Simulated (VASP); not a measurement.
# WS2 in VASP: single point with PBEsol

Aim: the single point of WS2 with PBEsol.

Everything below comes from runs of VASP 6.6.1. Logs are shortened: lines on timing, memory, paths and dates and some standing lists are left out, and cuts for length are marked.

**1. The cell of the first run**

The cell holds a slab with vacuum, 6 atoms: a = 3.004 Å, b = 3.111 Å, c = 23.567 Å, α = 90.00°, β = 90.00°, γ = 118.87°.

**2. Single point, PBEsol (strain -0.0450 x Voigt [1, 0, 0, 0, 0, 0])**

Contents of INCAR:

```
PREC     = Accurate       # precision mode
ENCUT    = 520            # plane-wave cutoff, eV
EDIFF    = 1E-7           # SCF threshold, eV
ISMEAR   = 0              # smearing method
SIGMA    = 0.05           # smearing width, eV
LREAL    = F              # projectors in reciprocal space
LASPH    = T              # aspherical terms in the spheres
NELM     = 100            # most SCF steps
ALGO     = Normal         # electronic algorithm
ISIF     = 2              # what is computed and relaxed
LWAVE    = F              # write WAVECAR
LCHARG   = T              # write CHGCAR
GGA      = PS             # functional
LELF     = T              # ELF
LVHAR    = T            
NBANDS   = 35             # bands
```

Contents of KPOINTS:

```
regular mesh
0
Gamma
  12 12 2
```

Contents of POSCAR:

```
WS2
1.0
    3.0043167213      0.0000000000      0.0000000000
   -1.5021583607      2.7244131955      0.0000000000
    0.0000000000      0.0000000000     23.5674572586
W S
2 4
Direct
    0.3333333333      0.6666666667      0.6345758579
    0.6666666667      0.3333333333      0.3654241421
    0.3333333333      0.6666666667      0.2989469828
    0.6666666667      0.3333333333      0.5680493466
    0.3333333333      0.6666666667      0.4319506534
    0.6666666667      0.3333333333      0.7010530172
```

Potentials or basis: VASP PAW PBE potentials, release 64 (W_sv, S).

Run with:

```bash
cat potpaw_PBE.64/W_sv/POTCAR potpaw_PBE.64/S/POTCAR > POTCAR
mpirun -np 1 vasp_std > vasp.out
```

OUTCAR:

```text
PREC = Accurate
   ENCUT = 520
   EDIFF = 1E-7
   ISMEAR = 0
   LREAL = F
   LASPH = T
   NELM = 100
   ISIF = 2
   GGA = PS

 ion  position               nearest neighbor table
   1  0.333  0.667  0.635-   6 2.35   6 2.35   4 2.35   4 2.35   6 2.40   4 2.40
   2  0.667  0.333  0.365-   3 2.35   3 2.35   5 2.35   5 2.35   3 2.40   5 2.40
   3  0.333  0.667  0.299-   2 2.35   2 2.35   2 2.40
   4  0.667  0.333  0.568-   1 2.35   1 2.35   1 2.40
   5  0.333  0.667  0.432-   2 2.35   2 2.35   2 2.40
   6  0.667  0.333  0.701-   1 2.35   1 2.35   1 2.40

  LATTYP: Found a base centered orthorhombic cell.
 ALAT       =     3.0043167213
 B/A-ratio  =     1.8136657671
 C/A-ratio  =     7.8445315341

  Lattice vectors:

 A1 = (   1.5021583607,  -2.7244131955,   0.0000000000)
 A2 = (   1.5021583606,   2.7244131955,   0.0000000000)
 A3 = (   0.0000000000,   0.0000000000,  23.5674572586)

Analysis of symmetry for initial positions (statically):
=====================================================================
 Subroutine PRICEL returns:
 Original cell was already a primitive cell.

 Routine SETGRP: Setting up the symmetry group for a
 base centered orthorhombic supercell.

 Subroutine GETGRP returns: Found  4 space group operations
 (whereof  4 operations were pure point group operations)
 out of a pool of  8 trial point group operations.

The static configuration has the point symmetry C_2h.

Analysis of symmetry for dynamics (positions and initial velocities):
=====================================================================
 Subroutine PRICEL returns:
 Original cell was already a primitive cell.

 Routine SETGRP: Setting up the symmetry group for a
 base centered orthorhombic supercell.

 Subroutine GETGRP returns: Found  4 space group operations
 (whereof  4 operations were pure point group operations)
 out of a pool of  8 trial point group operations.

The dynamic configuration has the point symmetry C_2h.

 Subroutine INISYM returns: Found  4 space group operations
 (whereof  4 operations are pure point group operations),
 and found     1 'primitive' translations

----------------------------------------------------------------------------------------

                                     Primitive cell

  volume of cell :     192.8996

  direct lattice vectors                    reciprocal lattice vectors
     3.004316721  0.000000000  0.000000000     0.332854387  0.183525759  0.000000000
    -1.502158361  2.724413195  0.000000000     0.000000000  0.367051518  0.000000000
     0.000000000  0.000000000 23.567457259     0.000000000  0.000000000  0.042431391

  length of vectors
     3.004316721  3.111094181 23.567457259     0.380097023  0.367051518  0.042431391

  position of ions in fractional coordinates (direct lattice)
     0.333333333  0.666666667  0.634575858
     0.666666667  0.333333333  0.365424142
     0.333333333  0.666666667  0.298946983
     0.666666667  0.333333333  0.568049347
     0.333333333  0.666666667  0.431950653
     0.666666667  0.333333333  0.701053017

  ion indices of the primitive-cell ions
   primitive index   ion index
                 1           1
                 2           2
                 3           3
                 4           4
                 5           5
                 6           6

----------------------------------------------------------------------------------------

 KPOINTS: regular mesh

Automatic generation of k-mesh.
 Grid dimensions read from file:
 generate k-points for:   12   12    2

 Generating k-lattice:

  Cartesian coordinates                     Fractional coordinates (reciprocal lattice)
     0.027737866  0.015293813  0.000000000     0.083333333  0.000000000  0.000000000
     0.000000000  0.030587627  0.000000000     0.000000000  0.083333333  0.000000000
     0.000000000  0.000000000  0.021215696     0.000000000  0.000000000  0.500000000

  Length of vectors
     0.031674752  0.030587627  0.021215696

  Shift w.r.t. Gamma in fractional coordinates (k-lattice)
     0.000000000  0.000000000  0.000000000

 Subroutine IBZKPT returns following result:
 ===========================================

 Found     86 irreducible k-points:

 Following reciprocal coordinates:
            Coordinates               Weight
  0.000000  0.000000  0.000000      1.000000
  0.083333 -0.000000  0.000000      4.000000
  0.166667 -0.000000  0.000000      4.000000
  0.250000  0.000000  0.000000      4.000000
  0.333333  0.000000  0.000000      4.000000
  0.416667 -0.000000  0.000000      4.000000
[... 16 lines left out ...]
  0.333333  0.166667  0.000000      4.000000
  0.416667  0.166667  0.000000      4.000000
 [... further k-points ...]
   k-points           NKPTS =     86   k-points in BZ     NKDIM =     86   number of bands    NBANDS=     35
   number of dos      NEDOS =    301   number of ions     NIONS =      6
   total plane-waves  NPLWV = 103680
   dimension x,y,z NGX =    24 NGY =   24 NGZ =  180
   dimension x,y,z NGXF=    48 NGYF=   48 NGZF=  360
   ions per type =               2   4
   NGX,Y,Z   is equivalent  to a cutoff of  13.28, 12.82, 12.70 a.u.
   NGXF,Y,Z  is equivalent  to a cutoff of  26.56, 25.65, 25.39 a.u.
 SYSTEM =  unknown system
   PREC   = accura    normal or accurate (medium, high low for compatibility)
   ISTART =      0    job   : 0-new  1-cont  2-samecut
   ICHARG =      2    charge: 1-file 2-atom 10-const
   ISPIN  =      1    spin polarized calculation?
   LNONCOLLINEAR =      F non collinear calculations
   LSORBIT =      F    spin-orbit coupling
   LASPH  =      T    aspherical Exc in radial PAW
   ENCUT  =  520.0 eV  38.22 Ry    6.18 a.u.   5.59  5.78 43.82*2*pi/ulx,y,z
   NELM   =    100;   NELMIN=  2; NELMDL= -5     # of ELM steps
   EDIFF  = 0.1E-06   stopping-criterion for ELM
   LREAL  =      F    real-space projection
   EDIFFG = 0.1E-05   stopping-criterion for IOM
   NSW    =      0    number of steps for IOM
   IBRION =     -1    ionic relax: 0-MD 1-quasi-New 2-CG
   NFREE  =      0    steps in history (QN), initial steepest desc. (CG)
   ISIF   =      2    stress and relaxation
   ISYM   =      2    0-nonsym 1-usesym 2-fastsym
   POTIM  = 0.5000    time-step for ionic-motion
   TEBEG  =    0.0;   TEEND  =   0.0 temperature during run
   PSTRESS=    0.0 pullay stress
   NELECT =      52.0000    total number of electrons
   NUPDOWN=      -1.0000    fix difference up-down
   EMIN   =  10.00;   EMAX   =-10.00  energy-range for DOS
   EFERMI =   0.00;   METHOD = LEGACY
   ISMEAR =     0;   SIGMA  =   0.05  broadening in eV -4-tet -1-fermi 0-gaus
   EFERMI_NEDOS =   21; number of points for ismear=-14 and -15
   IALGO  =     38    algorithm
   IMIX   =      4    mixing-type and parameters
     AMIX     =   0.40;   BMIX     =  1.00
     AMIX_MAG =   1.60;   BMIX_MAG =  1.00
  volume/ion in A,a.u.               =      32.15       216.96
  Fermi-wavevector in a.u.,A,eV,Ry     =   1.057545  1.998470 15.216772  1.118401
  Thomas-Fermi vector in A             =   2.192822
   LORBIT       =      0    0 simple, 1 ext, 2 COOP (PROOUT), +10 PAW based schemes
   GGA     = PS    functional components
   LHFCALC =     F    Hartree Fock is set to
   AEXX    =    0.0000 exact exchange contribution
   IVDW    =     0    specifies the selected vdW correction
   LEPSILON=     F    determine dielectric tensor
   LRPA    =     F    only Hartree local field effects (RPA)
 non-spin polarized calculation
 Gauss-broadening in eV      SIGMA  =   0.05
  energy-cutoff  :      520.00
  volume of cell :      192.90
 maximum number of plane-waves:      5244
   NGX = 11   NGY = 11   NGZ = 87

 number of electron      51.9999995 magnetization

 Free energy of the ion-electron system (eV)
  ---------------------------------------------------
  ext. energy  EPLUGINS =         0.00000000
  ---------------------------------------------------
  free energy    TOTEN  =       -50.29287507 eV

  energy without entropy =      -50.29287507  energy(sigma->0) =      -50.29287507

 E-fermi :   1.5012     XC(G=0):  -6.3807

 val. band max:        1.2748144418   @ k =   0.0000   0.0000   0.0000
 cond. band min:       2.9264758183   @ k =  -0.3333   0.1667   0.5000
 fundamental gap:      1.6516613765
 Fermi energy:         1.5011589996

 k-point     1 :       0.0000    0.0000    0.0000
  band No.  band energies     occupation
      1     -72.6048      2.00000
      2     -72.6048      2.00000
      3     -36.9639      2.00000
      4     -36.9639      2.00000
      5     -36.7216      2.00000
      6     -36.7216      2.00000
[... 27 lines left out ...]
     34       4.8015      0.00000
     35       6.3656      0.00000

 k-point     2 :       0.0833   -0.0000    0.0000
  band No.  band energies     occupation
      1     -72.6027      2.00000
      2     -72.6027      2.00000
      3     -36.9573      2.00000
      4     -36.9573      2.00000
      5     -36.7350      2.00000
      6     -36.7350      2.00000
[... 27 lines left out ...]
     34       4.6005      0.00000
     35       6.5509      0.00000

 k-point     3 :       0.1667   -0.0000    0.0000
  band No.  band energies     occupation
      1     -72.5971      2.00000
      2     -72.5970      2.00000
      3     -36.9391      2.00000
      4     -36.9391      2.00000
      5     -36.7940      2.00000
      6     -36.7940      2.00000
[... 27 lines left out ...]
     34       5.1016      0.00000
     35       7.0049      0.00000

 k-point     4 :       0.2500    0.0000    0.0000
  band No.  band energies     occupation
      1     -72.5893      2.00000
      2     -72.5893      2.00000
      3     -36.9142      2.00000
      4     -36.9142      2.00000
      5     -36.9131      2.00000
      6     -36.9131      2.00000
[... 27 lines left out ...]
     34       5.6700      0.00000
     35       7.6667      0.00000

 k-point     5 :       0.3333    0.0000    0.0000
  band No.  band energies     occupation
      1     -72.5816      2.00000
      2     -72.5816      2.00000
      3     -37.0386      2.00000
      4     -37.0386      2.00000
      5     -36.8892      2.00000
      6     -36.8892      2.00000
[... 638 lines left out ...]
 k-point    22 :       0.2500    0.1667    0.0000
  band No.  band energies     occupation
      1     -72.5812      2.00000
      2     -72.5812      2.00000
      3     -37.0318      2.00000
      4     -37.0318      2.00000
      5     -36.8857      2.00000
      6     -36.8857      2.00000
[... 27 lines left out ...]
     34       6.5078      0.00000
     35       8.6879      0.00000

 k-point    23 :       0.3333    0.1667    0.0000
  band No.  band energies     occupation
      1     -72.5756      2.00000
      2     -72.5756      2.00000
      3     -37.0903      2.00000
      4     -37.0903      2.00000
      5     -36.8747      2.00000
      6     -36.8747      2.00000
[... 27 lines left out ...]
     34       6.5239      0.00000
     35       7.6799      0.00000

 k-point    24 :       0.4167    0.1667    0.0000
  band No.  band energies     occupation
      1     -72.5729      2.00000
      2     -72.5729      2.00000
      3     -37.1230      2.00000
      4     -37.1230      2.00000
      5     -36.8905      2.00000
      6     -36.8905      2.00000
[... 27 lines left out ...]
     34       6.4429      0.00000
     35       7.1558      0.00000

 [... further k-points ...]
[... 5 lines left out ...]
  --------------------------------------------------------------------------------------
  -------------------------------------------------------------------------------------
  Total       10.2537759      2.6946825      3.7259382     -0.0000000     -0.0093554      0.0000000
  in kB       85.1653595     22.3813751     30.9467336     -0.0000000     -0.0777036      0.0000000
  external PRESSURE =      46.1644894 kB  Pullay stress =       0.0000000 kB

 VOLUME and BASIS-vectors are now :
 -----------------------------------------------------------------------------
  energy-cutoff  :      520.00
  volume of cell :      192.90
      direct lattice vectors                 reciprocal lattice vectors
     3.004316721  0.000000000  0.000000000     0.332854387  0.183525759  0.000000000
    -1.502158361  2.724413195  0.000000000     0.000000000  0.367051518  0.000000000
     0.000000000  0.000000000 23.567457259     0.000000000  0.000000000  0.042431391

 POSITION                                       TOTAL-FORCE (eV/Angst)
 -----------------------------------------------------------------------------------
     -0.00000      1.81628     14.95534        -0.000000      0.390693      0.000340
      1.50216      0.90814      8.61212         0.000000     -0.390693     -0.000340
     -0.00000      1.81628      7.04542        -0.000000      0.196208     -0.600509
      1.50216      0.90814     13.38748         0.000000     -0.195837     -0.595192
     -0.00000      1.81628     10.17998        -0.000000      0.195837      0.595192
      1.50216      0.90814     16.52204         0.000000     -0.196208      0.600509
 -----------------------------------------------------------------------------------
    total drift:                                0.000000      0.000000      0.000000

  FREE ENERGIE OF THE ION-ELECTRON SYSTEM (eV)
  ---------------------------------------------------
  free  energy   TOTEN  =       -50.2928750707 eV

  energy  without entropy=      -50.2928750707  energy(sigma->0) =      -50.29287507
```

Wall time 15 min (1 thread of Intel Xeon Platinum 8259CL at 2.50GHz (Skylake/Cascade Lake), shared host); peak memory 0.61 GiB.

Results:

```
Free energy            : -50.2929 eV
Largest force          : 0.632 eV/Å
Band gap on the k mesh : 1.65 eV (least direct gap 2.18 eV)
```

Forces on the atoms (eV/Å):
```
W    0.000  0.391  0.000
W    0.000 -0.391  0.000
S    0.000  0.196 -0.601
S    0.000 -0.196 -0.595
S    0.000  0.196  0.595
S    0.000 -0.196  0.601
```

Levels at points of the mesh, in eV from the valence-band top:
| k point | band 23 | band 24 | band 25 | band 26 | band 27 | band 28 | band 29 | band 30 |
| --- | --- | --- | --- | --- | --- | --- | --- | --- |
| (0.00, 0.00, 0.00) | -1.44 | -1.43 | -0.68 | 0.00 | 2.84 | 2.84 | 2.99 | 3.06 |
| (0.50, 0.00, 0.00) | -1.36 | -1.29 | -1.09 | -1.04 | 3.12 | 3.13 | 3.49 | 3.70 |
| (0.00, 0.50, 0.00) | -1.31 | -1.27 | -0.84 | -0.78 | 3.20 | 3.22 | 3.43 | 3.56 |
| (0.00, 0.00, 0.50) | -1.44 | -1.43 | -0.68 | 0.00 | 2.84 | 2.84 | 2.99 | 3.06 |
| (0.50, 0.00, 0.50) | -1.36 | -1.29 | -1.09 | -1.04 | 3.12 | 3.13 | 3.49 | 3.70 |
| (0.00, 0.50, 0.50) | -1.31 | -1.27 | -0.84 | -0.78 | 3.20 | 3.22 | 3.43 | 3.56 |

Caveat: the cell differs from its parent crystal (strain -0.0450 x Voigt [1, 0, 0, 0, 0, 0]); the PAW data sets were made with another functional, which shifts forces and pressure a little; spin-orbit coupling is left out, which moves the levels of the heavy elements.
